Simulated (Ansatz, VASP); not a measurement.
**One calculation of Sn, two programs**

```
Sn
1.0
    -1.73797    1.78731    2.35383
     1.73797   -1.78731    2.35383
     1.73797    1.78731   -2.35383
Sn
1
Direct
  0.00000 0.00000 0.00000
```

Alike in both runs: task single point; functional r2SCAN; k mesh 11 × 11 × 11; occupations fermi-dirac, width 0.05 eV; no spin polarisation.

|  | VASP | Ansatz |
| --- | --- | --- |
| version | VASP 6.6.1 | Ansatz 0.2.0 |
| potentials or method | VASP PAW PBE potentials, release 64 (Sn_d) | Ansatz PAW |
| plane-wave cutoff (eV) | 520 | 500 |
| valence electrons in the cell | 14 | 14 |

```tsv
	VASP	Ansatz	Ansatz less VASP
gap on the k mesh at the Fermi level (eV)	none	none	-
pressure (GPa)	-3.0	-3.0	+0.04
traceless stress, the component that is largest in VASP (GPa)	-0.87	-0.87	+0.001
```

VASP's potentials were made for PBE, not for r2SCAN. A gap of «none» marks a metal or a gap that the smearing closes.
